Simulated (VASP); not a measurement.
Input of a VASP 6.6.1 run:

INCAR

```
PREC = Accurate
ENCUT = 520
EDIFF = 1E-6
ISMEAR = 0
SIGMA = 0.15
LREAL = F
LASPH = T
NELM = 80
ALGO = Fast
ISIF = 2
LWAVE = F
LCHARG = F
GGA = PS
NBANDS = 12
```

Contents of KPOINTS:

```
Automatic mesh
0
Gamma
  22 22 22
```

POSCAR

```
Zn
1.0
   -0.7185421293      1.6914599814      1.6914599814
    1.6914599814     -0.7185421293      1.6914599814
    1.6914599814      1.6914599814     -0.7185421293
Zn
1
Direct
    0.0000000000      0.0000000000      0.0000000000
```

Potentials or basis: VASP PAW PBE potentials, release 64 (Zn).

The run is started by

```bash
$ cat potpaw_PBE.64/Zn/POTCAR > POTCAR
$ mpirun -np 1 vasp_std > vasp.out
```

Question: What does it give for the pressure?

Answer: 6.5 GPa.

Question: Predict the band gap on the k mesh.

Answer: Zero (band 6 reaches 7.13 eV, above the bottom of band 7 at -0.11 eV).

Stress tensor (GPa, compression positive):
```
6.48 1.50 1.50
1.50 6.48 1.50
1.50 1.50 6.48
```

Caveat: the PAW data sets were made with another functional, which shifts forces and pressure a little.
